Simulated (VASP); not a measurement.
# CuO (Tenorite) (Cc) in VASP: a series of runs

The runs below take CuO (Tenorite) through single point, with PBEsol, LDA, RPBE.

Program: VASP 6.6.1. These are calculated values, not measurements. Logs are shortened: lines on timing, memory, paths and dates and some standing lists are left out, and cuts for length are marked.

## (1) The cell of the first run

The structure is monoclinic, space group Cc (No. 9). The conventional cell has a = 4.877 Å, b = 3.564 Å, c = 5.138 Å, α = 90.00°, β = 100.03°, γ = 90.00°. Cu (site symmetry 1) has 4 O at 1.95 to 2.07 Å within 2.6 Å. O (site symmetry 1) has 4 Cu at 1.95 to 2.07 Å within 2.6 Å.

## (2) Single point, PBEsol

Input file INCAR:

```
SYSTEM = CuO
PREC     = Accurate       ! precision mode
ENCUT    = 700            ! plane-wave cutoff, eV
EDIFF    = 1E-6           ! SCF threshold, eV
ISMEAR   = -1             ! smearing method
SIGMA    = 0.05           ! smearing width, eV
LREAL    = .FALSE.        ! projectors in reciprocal space
LASPH    = .TRUE.         ! aspherical terms in the spheres
NELM     = 120            ! most SCF steps
ALGO     = Normal         ! electronic algorithm
ISIF     = 2              ! what is computed and relaxed
LWAVE    = .FALSE.        ! write WAVECAR
LCHARG   = .FALSE.        ! write CHGCAR
GGA      = PS             ! functional
NBANDS   = 33             ! bands
GGA_COMPAT= .FALSE.
```

Input file KPOINTS:

```
Automatic mesh
0
G
  8 8 5
  0 0 0
```

Input file POSCAR:

```
CuO
1.0
    2.4384360000     -1.7819360000      0.0000000000
    2.4384360000      1.7819360000      0.0000000000
   -0.8949765294      0.0000000000      5.0594363927
Cu O
2 2
Direct
    0.4968000000      0.0032000000      0.5000000000
    0.0032000000      0.4968000000      0.0000000000
    0.4056000000      0.5714000000      0.7537000000
    0.5714000000      0.4056000000      0.2537000000
```

Potentials or basis: VASP PAW PBE potentials, release 64 (Cu_sv_GW, O).

The run is started by

```console
> cat potpaw_PBE.64/Cu_sv_GW/POTCAR potpaw_PBE.64/O/POTCAR > POTCAR
> mpirun -np 1 vasp_std > vasp.out
```

OUTCAR:

```text
SYSTEM = CuO
   PREC = Accurate
   ENCUT = 700
   EDIFF = 1E-6
   ISMEAR = -1
   LREAL = .FALSE.
   LASPH = .TRUE.
   NELM = 120
   ISIF = 2
   GGA = PS

 ion  position               nearest neighbor table
   1  0.497  0.003  0.500-   4 1.95   3 1.98   4 2.02   3 2.07
   2  0.003  0.497  0.000-   3 1.95   4 1.98   3 2.02   4 2.07
   3  0.406  0.571  0.754-   2 1.95   1 1.98   2 2.02   1 2.07
   4  0.571  0.406  0.254-   1 1.95   2 1.98   1 2.02   2 2.07

  LATTYP: Found a base centered monoclinic cell.
 ALAT       =     4.8768720000
 B/A-ratio  =     0.7307700510
 C/A-ratio  =     1.0535408765
 COS(beta)  =    -0.1741882671

  Lattice vectors:

 A1 = (   2.4384360000,  -1.7819360000,   0.0000000000)
 A2 = (   2.4384360000,   1.7819360000,   0.0000000000)
 A3 = (  -0.8949765294,   0.0000000000,   5.0594363927)

Analysis of symmetry for initial positions (statically):
=====================================================================
 Subroutine PRICEL returns:
 Original cell was already a primitive cell.

 Routine SETGRP: Setting up the symmetry group for a
 base centered monoclinic supercell.

 Subroutine GETGRP returns: Found  2 space group operations
 (whereof  1 operations were pure point group operations)
 out of a pool of  4 trial point group operations.

The static configuration has the point symmetry C_1 .
 The point group associated with its full space group is C_1h.

Analysis of symmetry for dynamics (positions and initial velocities):
=====================================================================
 Subroutine PRICEL returns:
 Original cell was already a primitive cell.

 Routine SETGRP: Setting up the symmetry group for a
 base centered monoclinic supercell.

 Subroutine GETGRP returns: Found  2 space group operations
 (whereof  1 operations were pure point group operations)
 out of a pool of  4 trial point group operations.

The dynamic configuration has the point symmetry C_1 .
 The point group associated with its full space group is C_1h.

 Subroutine INISYM returns: Found  2 space group operations
 (whereof  1 operations are pure point group operations),
 and found     1 'primitive' translations

----------------------------------------------------------------------------------------

                                     Primitive cell

  volume of cell :      43.9679

  direct lattice vectors                    reciprocal lattice vectors
     2.438436000 -1.781936000  0.000000000     0.205049466 -0.280593691  0.036271720
     2.438436000  1.781936000  0.000000000     0.205049466  0.280593691  0.036271720
    -0.894976529  0.000000000  5.059436393     0.000000000  0.000000000  0.197650474

  length of vectors
     3.020143380  3.020143380  5.137984002     0.349419148  0.349419148  0.197650474

  position of ions in fractional coordinates (direct lattice)
     0.496800000  0.003200000  0.500000000
     0.003200000  0.496800000  0.000000000
     0.405600000  0.571400000  0.753700000
     0.571400000  0.405600000  0.253700000

  ion indices of the primitive-cell ions
   primitive index   ion index
                 1           1
                 2           2
                 3           3
                 4           4

----------------------------------------------------------------------------------------

 KPOINTS: Automatic mesh

Automatic generation of k-mesh.
 Grid dimensions read from file:
 generate k-points for:    8    8    5

 Generating k-lattice:

  Cartesian coordinates                     Fractional coordinates (reciprocal lattice)
     0.025631183 -0.035074211  0.004533965     0.125000000  0.000000000  0.000000000
     0.025631183  0.035074211  0.004533965     0.000000000  0.125000000  0.000000000
     0.000000000  0.000000000  0.039530095     0.000000000  0.000000000  0.200000000

  Length of vectors
     0.043677393  0.043677393  0.039530095

  Shift w.r.t. Gamma in fractional coordinates (k-lattice)
     0.000000000  0.000000000  0.000000000

 Subroutine IBZKPT returns following result:
 ===========================================

 Found     93 irreducible k-points:

 Following reciprocal coordinates:
            Coordinates               Weight
  0.000000  0.000000  0.000000      1.000000
  0.125000  0.000000 -0.000000      4.000000
  0.250000  0.000000 -0.000000      4.000000
  0.375000  0.000000 -0.000000      4.000000
  0.500000  0.000000 -0.000000      2.000000
  0.125000  0.125000 -0.000000      2.000000
[... 16 lines left out ...]
  0.125000  0.000000  0.200000      4.000000
  0.250000  0.000000  0.200000      4.000000
 [... further k-points ...]
   k-points           NKPTS =     93   k-points in BZ     NKDIM =     93   number of bands    NBANDS=     33
   number of dos      NEDOS =    301   number of ions     NIONS =      4
   total plane-waves  NPLWV =  37632
   dimension x,y,z NGX =    28 NGY =   28 NGZ =   48
   dimension x,y,z NGXF=    56 NGYF=   56 NGZF=   96
   ions per type =               2   2
   NGX,Y,Z   is equivalent  to a cutoff of  15.41, 15.41, 15.53 a.u.
   NGXF,Y,Z  is equivalent  to a cutoff of  30.83, 30.83, 31.06 a.u.
 SYSTEM =  CuO
   PREC   = accura    normal or accurate (medium, high low for compatibility)
   ISTART =      0    job   : 0-new  1-cont  2-samecut
   ICHARG =      2    charge: 1-file 2-atom 10-const
   ISPIN  =      1    spin polarized calculation?
   LNONCOLLINEAR =      F non collinear calculations
   LSORBIT =      F    spin-orbit coupling
   LASPH  =      T    aspherical Exc in radial PAW
   ENCUT  =  700.0 eV  51.45 Ry    7.17 a.u.   6.52  6.52 11.08*2*pi/ulx,y,z
   NELM   =    120;   NELMIN=  2; NELMDL= -5     # of ELM steps
   EDIFF  = 0.1E-05   stopping-criterion for ELM
   LREAL  =      F    real-space projection
   EDIFFG = 0.1E-04   stopping-criterion for IOM
   NSW    =      0    number of steps for IOM
   IBRION =     -1    ionic relax: 0-MD 1-quasi-New 2-CG
   NFREE  =      0    steps in history (QN), initial steepest desc. (CG)
   ISIF   =      2    stress and relaxation
   ISYM   =      2    0-nonsym 1-usesym 2-fastsym
   POTIM  = 0.5000    time-step for ionic-motion
   TEBEG  =    0.0;   TEEND  =   0.0 temperature during run
   PSTRESS=    0.0 pullay stress
   NELECT =      50.0000    total number of electrons
   NUPDOWN=      -1.0000    fix difference up-down
   EMIN   =  10.00;   EMAX   =-10.00  energy-range for DOS
   EFERMI =   0.00;   METHOD = LEGACY
   ISMEAR =    -1;   SIGMA  =   0.05  broadening in eV -4-tet -1-fermi 0-gaus
   EFERMI_NEDOS =   21; number of points for ismear=-14 and -15
   IALGO  =     38    algorithm
   IMIX   =      4    mixing-type and parameters
     AMIX     =   0.40;   BMIX     =  1.00
     AMIX_MAG =   1.60;   BMIX_MAG =  1.00
  volume/ion in A,a.u.               =      10.99        74.18
  Fermi-wavevector in a.u.,A,eV,Ry     =   1.708781  3.229127 39.728074  2.919931
  Thomas-Fermi vector in A             =   2.787386
   LORBIT       =      0    0 simple, 1 ext, 2 COOP (PROOUT), +10 PAW based schemes
   GGA     = PS    functional components
   LHFCALC =     F    Hartree Fock is set to
   AEXX    =    0.0000 exact exchange contribution
   IVDW    =     0    specifies the selected vdW correction
   LEPSILON=     F    determine dielectric tensor
   LRPA    =     F    only Hartree local field effects (RPA)
 non-spin polarized calculation
  energy-cutoff  :      700.00
  volume of cell :       43.97
 maximum number of plane-waves:      1876
 NGX is ok and might be reduce to    28
   NGX = 13   NGY = 13   NGZ = 23

 number of electron      49.9999999 magnetization

 Free energy of the ion-electron system (eV)
  ---------------------------------------------------
  ext. energy  EPLUGINS =         0.00000000
  ---------------------------------------------------
  free energy    TOTEN  =       -21.32729780 eV

  energy without entropy =      -21.31022885  energy(sigma->0) =      -21.31876333

 E-fermi :   4.5491     XC(G=0): -12.0635

 val. band max:        4.5420199124   @ k =  -0.3750   0.3750   0.4000
 cond. band min:       4.5543872480   @ k =  -0.2500   0.0000   0.2000
 fundamental gap:      0.0123673356
 Fermi energy:         4.5490893669

 k-point     1 :       0.0000    0.0000    0.0000
  band No.  band energies     occupation
      1    -107.4725      2.00000
      2    -107.4721      2.00000
      3     -65.1588      2.00000
      4     -65.1588      2.00000
      5     -65.1355      2.00000
      6     -65.1284      2.00000
[... 25 lines left out ...]
     32      20.1566      0.00000
     33      20.7676      0.00000

 k-point     2 :       0.1250    0.0000   -0.0000
  band No.  band energies     occupation
      1    -107.4723      2.00000
      2    -107.4719      2.00000
      3     -65.1598      2.00000
      4     -65.1587      2.00000
      5     -65.1351      2.00000
      6     -65.1284      2.00000
[... 25 lines left out ...]
     32      19.3975      0.00000
     33      20.7241      0.00000

 k-point     3 :       0.2500    0.0000   -0.0000
  band No.  band energies     occupation
      1    -107.4720      2.00000
      2    -107.4717      2.00000
      3     -65.1625      2.00000
      4     -65.1587      2.00000
      5     -65.1342      2.00000
      6     -65.1291      2.00000
[... 25 lines left out ...]
     32      18.2574      0.00000
     33      20.1635      0.00000

 k-point     4 :       0.3750    0.0000   -0.0000
  band No.  band energies     occupation
      1    -107.4716      2.00000
      2    -107.4715      2.00000
      3     -65.1648      2.00000
      4     -65.1586      2.00000
      5     -65.1330      2.00000
      6     -65.1301      2.00000
[... 25 lines left out ...]
     32      17.1142      0.00000
     33      19.8409      0.00000

 k-point     5 :       0.5000    0.0000   -0.0000
  band No.  band energies     occupation
      1    -107.4714      2.00000
      2    -107.4713      2.00000
      3     -65.1657      2.00000
      4     -65.1585      2.00000
      5     -65.1318      2.00000
      6     -65.1309      2.00000
[... 604 lines left out ...]
 k-point    22 :       0.0000    0.0000    0.2000
  band No.  band energies     occupation
      1    -107.4724      2.00000
      2    -107.4722      2.00000
      3     -65.1588      2.00000
      4     -65.1588      2.00000
      5     -65.1349      2.00000
      6     -65.1292      2.00000
[... 25 lines left out ...]
     32      19.4332      0.00000
     33      20.6545      0.00000

 k-point    23 :       0.1250    0.0000    0.2000
  band No.  band energies     occupation
      1    -107.4725      2.00000
      2    -107.4721      2.00000
      3     -65.1601      2.00000
      4     -65.1589      2.00000
      5     -65.1346      2.00000
      6     -65.1296      2.00000
[... 25 lines left out ...]
     32      19.2412      0.00000
     33      20.0832      0.00000

 k-point    24 :       0.2500    0.0000    0.2000
  band No.  band energies     occupation
      1    -107.4721      2.00000
      2    -107.4718      2.00000
      3     -65.1625      2.00000
      4     -65.1587      2.00000
      5     -65.1336      2.00000
      6     -65.1301      2.00000
[... 25 lines left out ...]
     32      18.8085      0.00000
     33      19.5291      0.00000

 [... further k-points ...]
[... 5 lines left out ...]
  --------------------------------------------------------------------------------------
  -------------------------------------------------------------------------------------
  Total       -5.1341483     -3.3336386     -4.4201157      0.0000000      0.0000000      0.0727009
  in kB     -187.0869054   -121.4768437   -161.0677609      0.0000000      0.0000000      2.6491995
  external PRESSURE =    -156.5438367 kB  Pullay stress =       0.0000000 kB

 VOLUME and BASIS-vectors are now :
 -----------------------------------------------------------------------------
  energy-cutoff  :      700.00
  volume of cell :       43.97
      direct lattice vectors                 reciprocal lattice vectors
     2.438436000 -1.781936000  0.000000000     0.205049466 -0.280593691  0.036271720
     2.438436000  1.781936000  0.000000000     0.205049466  0.280593691  0.036271720
    -0.894976529  0.000000000  5.059436393     0.000000000  0.000000000  0.197650474

 POSITION                                       TOTAL-FORCE (eV/Angst)
 -----------------------------------------------------------------------------------
      0.77173     -0.87956      2.52972        -0.466477     -0.223168      0.162893
      1.21922      0.87956      0.00000        -0.466477      0.223168      0.162893
      1.70781      0.29544      3.81330         0.466477     -0.554467     -0.162893
      2.15530     -0.29544      1.28358         0.466477      0.554467     -0.162893
 -----------------------------------------------------------------------------------
    total drift:                               -0.000698     -0.000000     -0.000535

  FREE ENERGIE OF THE ION-ELECTRON SYSTEM (eV)
  ---------------------------------------------------
  free  energy   TOTEN  =       -21.3272978008 eV

  energy  without entropy=      -21.3102288538  energy(sigma->0) =      -21.31876333
```

Wall time 1.8 min (1 thread of Intel Xeon 6975P-C (Granite Rapids), shared host); peak memory 0.33 GiB.

Results:

```yaml
Free_energy: -21.3273 eV
Pressure: -15.7 GPa
Largest_force: 0.743 eV/Å
Band_gap_on_the_k_mesh: zero (band 25 reaches 4.77 eV, above the bottom of band 26 at 4.28 eV)
```

Forces on the atoms (eV/Å):
```
Cu  -0.466 -0.223  0.163
Cu  -0.466  0.223  0.163
O    0.466 -0.554 -0.163
O    0.466  0.554 -0.163
```

Stress tensor (GPa, compression positive):
```
-18.71   0.00   0.26
  0.00 -12.15   0.00
  0.26   0.00 -16.11
```

Caveat: the PAW data sets were made with another functional, which shifts forces and pressure a little; semilocal functionals often make such compounds metallic where correlation or magnetic order opens a gap, which also shifts bond lengths.

## (3) Single point, LDA

This run uses another cell than the first one, of 9.76 Å³/atom, 0.888 times its volume.

Input file INCAR:

```
SYSTEM = CuO
PREC = Accurate ; ENCUT = 700
EDIFF = 1E-6 ; ISMEAR = -1
SIGMA = 0.05 ; LREAL = .False.
LASPH = .True. ; NELM = 120
ALGO = Normal ; ISIF = 2
LWAVE = .False. ; LCHARG = .False.
NBANDS = 33 ; GGA_COMPAT = .False.
```

Input file KPOINTS:

```
regular mesh
0
Gamma
  10 10 5
  0 0 0
```

Input file POSCAR:

```
CuO
1.0
    2.3129616560     -1.6902431073      0.0000000000
    2.3129616560      1.6902431073      0.0000000000
   -0.8489238166      0.0000000000      4.9910572484
Cu O
2 2
Direct
    0.4968000000      0.0032000000      0.5000000000
    0.0032000000      0.4968000000      0.0000000000
    0.4056000000      0.5714000000      0.7537000000
    0.5714000000      0.4056000000      0.2537000000
```

Potentials or basis: VASP PAW LDA potentials, release 64 (Cu_sv_GW, O).

The run is started by

```console
> cat potpaw_LDA.64/Cu_sv_GW/POTCAR potpaw_LDA.64/O/POTCAR > POTCAR
> mpirun -np 1 vasp_std > vasp.out
```

Wall time 2.6 min (1 thread of Intel Xeon 6975P-C (Granite Rapids), shared host); peak memory 0.36 GiB.

The run converged. Its results:

- Free energy: -23.4699 eV
- Pressure: -4.7 GPa
- Largest force: 0.819 eV/Å
- Band gap on the k mesh: zero (band 25 reaches 6.13 eV, above the bottom of band 26 at 5.53 eV)

Forces in eV/Å, atoms in the order of the input:
```
Cu  -0.679 -0.375  0.263
Cu  -0.679  0.375  0.263
O    0.679 -0.362 -0.263
O    0.679  0.362 -0.263
```

Stress tensor (GPa, compression positive):
```
-5.23  0.00 -1.42
 0.00 -2.89  0.00
-1.42  0.00 -5.92
```

Levels at points of the mesh, in eV from the Fermi level:
```tsv
k point	band 21	band 22	band 23	band 24	band 25	band 26	band 27	band 28	band 29	band 30
(0.00, 0.00, 0.00)	-2.46	-2.34	-2.26	-1.71	0.23	0.96	1.85	5.97	8.27	13.30
(0.50, 0.00, 0.00)	-2.13	-1.67	-1.57	-1.46	-0.04	0.28	4.72	6.36	7.03	11.15
(0.50, 0.50, 0.00)	-2.24	-2.24	-1.71	-1.27	-0.67	1.11	3.12	7.02	8.46	10.15
```

Caveat: semilocal functionals often make such compounds metallic where correlation or magnetic order opens a gap, which also shifts bond lengths. With open d or f shells a metallic result of LDA can be an artefact of self-interaction; +U or a hybrid may open a gap.

## (4) Single point, RPBE

This run uses another cell than the first one, of 9.76 Å³/atom, 0.888 times its volume.

Input file INCAR:

```
  PREC = Accurate
  ENCUT = 700
  EDIFF = 1E-6
  ISMEAR = -1
  SIGMA = 0.05
  LREAL = F
  LASPH = T
  NELM = 120
  ALGO = Normal
  ISIF = 2
  LWAVE = F
  LCHARG = F
  GGA = RP
  NBANDS = 33
  GGA_COMPAT = F
```

Input file KPOINTS:

```
Automatic mesh
0
Gamma
  10 10 5
```

POSCAR is that of step 3.

Potentials or basis: VASP PAW PBE potentials, release 64 (Cu_sv_GW, O).

The run is started by

```console
> cat potpaw_PBE.64/Cu_sv_GW/POTCAR potpaw_PBE.64/O/POTCAR > POTCAR
> mpirun -np 1 vasp_std > vasp.out
```

Wall time 5.9 min (1 thread of Intel Xeon Platinum 8259CL at 2.50GHz (Skylake/Cascade Lake), shared host); peak memory 0.39 GiB.

The run converged. Its results:

| Quantity | Value |
| --- | --- |
| Free energy | -17.6949 eV |
| Pressure | 16.8 GPa |
| Largest force | 0.922 eV/Å |
| Band gap on the k mesh | zero (band 25 reaches 6.72 eV, above the bottom of band 26 at 6.13 eV) |

Forces on the atoms (eV/Å):
```
Cu  -0.751 -0.442  0.301
Cu  -0.751  0.442  0.301
O    0.751 -0.098 -0.301
O    0.751  0.098 -0.301
```

Stress tensor (GPa, compression positive):
```
17.23  0.00 -3.40
 0.00 15.03  0.00
-3.40  0.00 18.18
```

Levels at points of the mesh, in eV from the Fermi level:
```tsv
k point	band 23	band 24	band 25	band 26	band 27	band 28
(0.00, 0.00, 0.00)	-2.26	-1.74	0.21	0.95	1.84	6.09
(0.50, 0.00, 0.00)	-1.60	-1.49	-0.03	0.29	4.90	6.48
(0.50, 0.50, 0.00)	-1.70	-1.29	-0.70	1.11	3.26	7.23
```

Caveat: the PAW data sets were made with another functional, which shifts forces and pressure a little; semilocal functionals often make such compounds metallic where correlation or magnetic order opens a gap, which also shifts bond lengths.

## (5) Overview

| level | potentials or basis | cell | k mesh | gap on the mesh (eV) | pressure (GPa) | largest force (eV/Å) |
| --- | --- | --- | --- | --- | --- | --- |
| PBEsol | VASP PAW PBE potentials, release 64 (Cu_sv_GW, O) | a = 3.020, b = 3.020, c = 5.138 Å, angles 98.1, 98.1, 72.3°, 4 atoms | 8 × 8 × 5 | none | -15.7 | 0.74 |
| LDA | VASP PAW LDA potentials, release 64 (Cu_sv_GW, O) | a = 2.865, b = 2.865, c = 5.063 Å, angles 97.8, 97.8, 72.3°, 4 atoms | 10 × 10 × 5 | none | -4.7 | 0.82 |
| RPBE | VASP PAW PBE potentials, release 64 (Cu_sv_GW, O) | a = 2.865, b = 2.865, c = 5.063 Å, angles 97.8, 97.8, 72.3°, 4 atoms | 10 × 10 × 5 | none | 16.8 | 0.92 |

Alike in all rows: task single point; no spin polarisation; cutoff (eV) 700; smearing fermi-dirac 0.05 eV.

Caveats: semilocal functionals often make such compounds metallic where correlation or magnetic order opens a gap, which also shifts bond lengths; the PAW data sets were made with another functional, which shifts forces and pressure a little (some runs).

Total energies depend on the potentials used, so only differences within one code and one set of settings carry meaning.
